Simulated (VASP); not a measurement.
Crystal: Ba2Ho3Te.

```
CELL_PARAMETERS angstrom
5.88214 0.00000 0.00000
0.00000 5.88214 0.00000
0.00000 0.00000 5.46683
ATOMIC_POSITIONS crystal
Ba 0.50000 0.50000 0.36005
Ba 0.50000 0.50000 0.86176
Ho 0.00000 0.50000 0.59066
Ho 0.50000 0.00000 0.59066
Ho 0.00000 0.00000 0.75317
Te 0.00000 0.00000 0.25186
```

The cell was generated, and may not be a known phase.

```yaml
Program: VASP 6.6.1
Task: relaxation of cell and atoms
Functional: PBE
Potentials_or_basis: VASP PAW PBE potentials, release 64 (Ba_sv, Ho_3, Te), 4f in core
Cutoff: 500 eV
k_mesh: 3 × 3 × 3
Occupations: gaussian, width 0.2 eV
Spin: no spin polarisation
```

At the start: pressure 13.7 GPa; volume 31.52 Å³/atom.

Task: How do energy, volume and symmetry change on relaxing?

Result: Over 24 steps the energy falls by 1087.7 meV/atom and the volume is 40.75 Å³/atom (+29.3 %); space group P4mm (No. 99, to 0.1 Å) before and after.

The path:
| step | energy change (eV) | largest force (eV/Å) | pressure (GPa) | volume (Å³) |
| --- | --- | --- | --- | --- |
| 1 | 0.0000 | 1.2158 | 13.70 | 189.15 |
| 2 | -3.2771 | 0.9488 | -0.91 | 269.87 |
| 3 | -3.2772 | 0.9490 | -0.93 | 270.23 |
| 4 | -3.5087 | 0.9631 | -0.59 | 262.09 |
| 5 | -4.0973 | 0.7535 | 0.84 | 237.61 |
| 6 | -3.4534 | 2.4086 | 9.97 | 189.09 |
| 7 | -4.2649 | 0.7449 | 2.24 | 224.24 |
| 8 | -4.4431 | 0.8537 | 1.74 | 227.43 |
| 9 | -4.8219 | 1.2408 | 0.46 | 236.23 |
| 10 | -4.7946 | 1.7286 | 0.10 | 250.55 |
| 11 | -4.9248 | 1.3481 | -0.13 | 244.56 |
| 12 | -5.2311 | 1.4634 | -0.16 | 249.67 |
| 13 | -5.6294 | 1.2693 | -1.28 | 259.48 |
| 14 | -5.6729 | 1.4109 | -0.61 | 255.74 |
| 15 | -5.7198 | 1.3648 | -0.87 | 257.23 |
| 16 | -6.1295 | 1.0335 | -0.49 | 246.27 |
| 17 | -6.3863 | 0.6052 | 0.65 | 231.60 |
| 18 | -6.3874 | 0.5747 | 0.82 | 230.10 |
| 19 | -6.4906 | 0.2239 | -0.20 | 238.86 |
| 20 | -6.4906 | 0.2271 | -0.21 | 238.99 |
| 21 | -6.5011 | 0.1603 | 0.25 | 236.44 |
| 22 | -6.5013 | 0.1503 | 0.32 | 236.05 |
| 23 | -6.5109 | 0.1265 | 0.23 | 238.15 |
| 24 | -6.5265 | 0.0689 | -0.02 | 244.49 |

Final structure:
```xyz
6
Lattice="4.8383 0.0000 0.0000 0.0000 4.8383 0.0000 0.0000 0.0000 10.4444" Properties=species:S:1:pos:R:3 pbc="T T T"
Ba    2.4191    2.4191    2.5356
Ba    2.4191    2.4191    9.0896
Ho    0.0000    2.4191    5.9330
Ho    2.4191    0.0000    5.9330
Ho    0.0000    0.0000    8.4401
Te    0.0000    0.0000    3.6648
```

Caveat: the k points lie up to 0.43 Å⁻¹ apart in the final cell, too coarse for converged energies and pressures of a metal; the volume moved by over 15 % at a fixed basis, so the end points are rough; the relaxation stopped at a loose force limit of 0.08 eV/Å, so its end isn't a converged minimum.
